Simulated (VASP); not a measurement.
Write the native input for VASP 6.6.1 that does the following.

- Task: single point
- Functional: PBE
- Potentials or basis: VASP PAW PBE potentials, release 64 (Ba_sv, Te)
- Cutoff: 520 eV
- k mesh: 6 × 6 × 4
- Occupations: gaussian, width 0.01 eV
- Spin: no spin polarisation
- Dipole correction: no
- Further INCAR settings: ALGO = Normal; EDIFF = 1e-06; NBANDS = 24

The structure of BaTe lies in POSCAR:

```
BaTe
1.0
    5.9134911612      0.0000000000      0.0000000000
   -2.9567455806      5.1212335706      0.0000000000
    0.0000000000      0.0000000000      6.9314336478
Ba Te
2 2
Direct
    0.3333333333      0.6666666667      0.2500000000
    0.6666666667      0.3333333333      0.7500000000
    0.6666666667      0.3333333333      0.2500000000
    0.3333333333      0.6666666667      0.7500000000
```

These files were run (other wordings do the same):

INCAR

```
SYSTEM = BaTe
PREC = Accurate ; ENCUT = 520
EDIFF = 1E-6 ; ISMEAR = 0
SIGMA = 0.01 ; LREAL = .False.
LASPH = .True. ; NELM = 80
ALGO = Normal ; ISIF = 2
LWAVE = .False. ; LCHARG = .False.
GGA = PE ; NBANDS = 24
```

KPOINTS

```
regular mesh
0
Gamma
  6 6 4
  0 0 0
```

Potentials or basis: VASP PAW PBE potentials, release 64 (Ba_sv, Te).

Launch:

```bash
$ cat potpaw_PBE.64/Ba_sv/POTCAR potpaw_PBE.64/Te/POTCAR > POTCAR
$ mpirun -np 1 vasp_std > vasp.out
```

Results of the run:

| Property | Result |
| --- | --- |
| Pressure | 1.0 GPa |
| Band gap on the k mesh | 1.83 eV (least direct gap 2.13 eV) |

Caveat: spin-orbit coupling is left out, which moves the levels of the heavy elements.

It took 2.1 min on 1 thread of Intel(R) Xeon(R) Platinum 8259CL CPU @ 2.50GHz (Skylake/Cascade Lake) (shared host), peak memory 0.39 GiB.
